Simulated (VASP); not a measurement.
Write the native input for VASP 6.6.1 that does the following.

| Item | Value |
| --- | --- |
| Task | single point |
| Functional | PBE |
| Potentials or basis | VASP PAW PBE potentials, release 64 (Ta_pv, Al) |
| Cutoff | 520 eV |
| k mesh | 6 × 6 × 4 |
| Occupations | gaussian, width 0.1 eV |
| Spin | no spin polarisation |
| Dipole correction | no |
| Further INCAR settings | ALGO = Fast; EDIFF = 1e-06; NBANDS = 26 |

The structure of Ta3Al lies in POSCAR:

```
Ta3Al
1.0
    4.0112701900      0.0000000000      0.0000000000
   -2.0056351000      3.4738618900      0.0000000000
    0.0000000000      0.0000000000      4.5450183300
Ta Al
3 1
Direct
    0.0000000000      0.0000000000      0.5000000000
    0.3333333300      0.6666666700      0.7755607000
    0.6666666700      0.3333333300      0.2244393000
    0.0000000000      0.0000000000      0.0000000000
```

One way to write it, as run:

INCAR

```
SYSTEM = Ta3Al
ALGO     = Fast           ! electronic algorithm
EDIFF    = 1E-6           ! SCF threshold, eV
ENCUT    = 520            ! plane-wave cutoff, eV
GGA      = PE             ! functional
ISIF     = 2              ! what is computed and relaxed
ISMEAR   = 0              ! smearing method
LASPH    = .TRUE.         ! aspherical terms in the spheres
LCHARG   = .FALSE.        ! write CHGCAR
LREAL    = .FALSE.        ! projectors in reciprocal space
LWAVE    = .FALSE.        ! write WAVECAR
NBANDS   = 26             ! bands
NELM     = 60             ! most SCF steps
PREC     = Accurate       ! precision mode
SIGMA    = 0.1            ! smearing width, eV
```

KPOINTS

```
k-points
0
G
  6 6 4
  0 0 0
```

Potentials or basis: VASP PAW PBE potentials, release 64 (Ta_pv, Al).

Launch:

```sh
$ cat potpaw_PBE.64/Ta_pv/POTCAR potpaw_PBE.64/Al/POTCAR > POTCAR
$ mpirun -np 1 vasp_std > vasp.out
```

Results of the run:

```
Pressure               : 51.6 GPa
Largest force          : 0.178 eV/Å
Band gap on the k mesh : zero (band 18 reaches 7.89 eV, above the bottom of band 19 at 6.67 eV)
```

Caveat: spin-orbit coupling is left out, which moves the levels of the heavy elements.

It took 30 s on 1 thread of Intel(R) Xeon(R) 6975P-C (Granite Rapids), on a shared host, peak memory 0.19 GiB.
